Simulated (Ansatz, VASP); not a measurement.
# One calculation of Pt, two programs

```
CELL_PARAMETERS angstrom
0.00000 1.94698 1.94698
1.94698 0.00000 1.94698
1.94698 1.94698 0.00000
ATOMIC_POSITIONS crystal
Pt 0.00000 0.00000 0.00000
```

Alike in both runs: task relaxation of cell and atoms; functional LDA; k mesh 18 × 18 × 18; occupations fermi-dirac, width 0.05 eV; no spin polarisation.

```csv
,VASP,Ansatz
version,VASP 6.6.1,Ansatz 0.2.0
potentials or method,"VASP PAW LDA potentials, release 64 (Pt), cutoff 600 eV","all-electron LAPW, non-relativistic"
```

```tsv
	VASP	Ansatz	Ansatz less VASP
relaxed volume (Å³/atom)	14.80	16.78	+1.974
relaxed cell length with the largest relative difference (Å)	2.756	2.873	+0.1174
```

LDA's correlation is that of Perdew and Zunger in VASP and of Perdew and Wang (1992) in Ansatz. Ansatz ran all-electron here, and VASP with PAW potentials.

Spin-orbit coupling is off throughout.
